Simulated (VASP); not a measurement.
A run of VASP 6.6.1 is set up as follows.

The input INCAR:

```
PREC     = Accurate       # precision mode
ENCUT    = 520            # plane-wave cutoff, eV
EDIFF    = 1E-6           # SCF threshold, eV
ISMEAR   = 0              # smearing method
SIGMA    = 0.05           # smearing width, eV
LREAL    = False          # projectors in reciprocal space
LASPH    = True           # aspherical terms in the spheres
NELM     = 100            # most SCF steps
ALGO     = Normal         # electronic algorithm
ISIF     = 2              # what is computed and relaxed
LWAVE    = False          # write WAVECAR
LCHARG   = False          # write CHGCAR
GGA      = CA             # functional
NBANDS   = 11             # bands
```

KPOINTS

```
Automatic mesh
0
Gamma
  12 12 12
```

Contents of POSCAR:

```
C
1.0
    1.2280263465      0.7090013417      3.3470108394
   -1.2280263465      0.7090013417      3.3470108394
    0.0000000000     -1.4180026834      3.3470108394
C
2
Direct
    0.0128237799      0.1855660300      0.2487940819
    0.8360000000      0.8360000000      0.8360000000
```

Potentials or basis: VASP PAW LDA potentials, release 64 (C).

Run with:

```bash
$ cat potpaw_LDA.64/C/POTCAR > POTCAR
$ mpirun -np 1 vasp_std > vasp.out
```

(1) What does it give for the largest force?

(2) Estimate the band gap on the k mesh.

## Answers

(1) 10.234 eV/Å.

(2) zero (bands 4 and 5 overlap by 2.89 eV).

Caveat: the cell differs from its parent crystal (atom 1 (C) moved by (-0.300, -0.150) A along [1 1 0] and z); forces of over 1 eV/Å act on the atoms, so gaps and moduli don't describe the material at rest.
